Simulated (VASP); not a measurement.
# GaH3N: single point with PBE

GaH3N, a wire with vacuum:

```
CELL_PARAMETERS angstrom
13.20000 0.00000 0.00000
0.00000 14.20000 0.00000
0.00000 0.00000 3.26159
ATOMIC_POSITIONS crystal
Ga 0.56816 0.45518 0.00000
Ga 0.43850 0.61879 0.50000
N 0.55456 0.36999 0.50000
N 0.45039 0.53246 0.00000
H 0.67692 0.49623 0.00000
H 0.48720 0.33436 0.50000
H 0.61009 0.31967 0.50000
H 0.53600 0.68119 0.50000
H 0.32647 0.65500 0.50000
H 0.38574 0.49242 0.00000
```

```yaml
Program: VASP 6.6.1
Task: single point
Functional: PBE
Potentials_or_basis: VASP PAW PBE potentials, release 64 (Ga_d, N, H)
Cutoff: 520 eV
k_mesh: 1 × 1 × 10
Occupations: gaussian, width 0.05 eV
Spin: no spin polarisation
```

```yaml
Largest_force: 0.058 eV/Å
Band_gap_on_the_k_mesh: 3.57 eV (least direct gap 3.69 eV)
```

Forces on the atoms (eV/Å):
```
Ga   0.038  0.044  0.000
Ga   0.000  0.041  0.000
N   -0.011 -0.039  0.000
N   -0.008 -0.020  0.000
H   -0.021 -0.014  0.000
H   -0.013  0.007  0.000
H    0.014  0.008  0.000
H   -0.011 -0.013  0.000
H    0.018 -0.010  0.000
H   -0.007 -0.004  0.000
```

Levels at points of the mesh, in eV from the valence-band top:
| k point | band 17 | band 18 | band 19 | band 20 | band 21 | band 22 | band 23 | band 24 | band 25 | band 26 |
| --- | --- | --- | --- | --- | --- | --- | --- | --- | --- | --- |
| (0.00, 0.00, 0.00) | -1.97 | -1.65 | -0.68 | -0.31 | -0.12 | 3.57 | 4.58 | 5.31 | 5.34 | 5.67 |
| (0.00, 0.00, 0.50) | -4.07 | -1.91 | -1.43 | -0.71 | 0.00 | 5.37 | 5.70 | 6.91 | 6.95 | 7.44 |

Run time: 6.3 min on 1 thread of Intel(R) Xeon(R) Platinum 8375C CPU @ 2.90GHz (Ice Lake) (shared host), peak memory 0.58 GiB.
